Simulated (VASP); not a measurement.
Runs of VASP 6.6.1 on KCl. The structure is cubic, space group Fm-3m (No. 225). The conventional cell has a = 6.290 Å, b = 6.290 Å, c = 6.290 Å, α = 90.00°, β = 90.00°, γ = 90.00°. Within 4.1 Å of K (site symmetry m-3m) lie 6 Cl at 3.14 Å. Cl (site symmetry m-3m) has 6 K at 3.14 Å within 4.1 Å. 

```csv
level,k mesh,grid for exact exchange (PRECFOCK),screening parameter,share of exact exchange,gap on the mesh (eV),pressure (GPa)
HSE06,4 × 4 × 4,Normal,0.2079 1/Å,-,(c),0.5
PBE-based screened hybrid,4 × 4 × 4,Normal,0.5 1/Å,0.75,(b),0.0
PBE-based screened hybrid,4 × 4 × 4,Normal,0.5 1/Å,0.2,5.74,0.6
PBEsol,6 × 6 × 6,-,-,-,5.03,(a)
```

Alike in all rows: task single point; potentials or basis VASP PAW PBE potentials, release 64 (K_sv, Cl); no spin polarisation; cell as given; cutoff (eV) 520; smearing gaussian 0.01 eV.

Q: Fill in the values left out.

A: (a) -0.3; (b) 7.27; (c) 6.50.

Caveats: some runs use coarse meshes; the PAW data sets were made with another functional, which shifts forces and pressure a little.

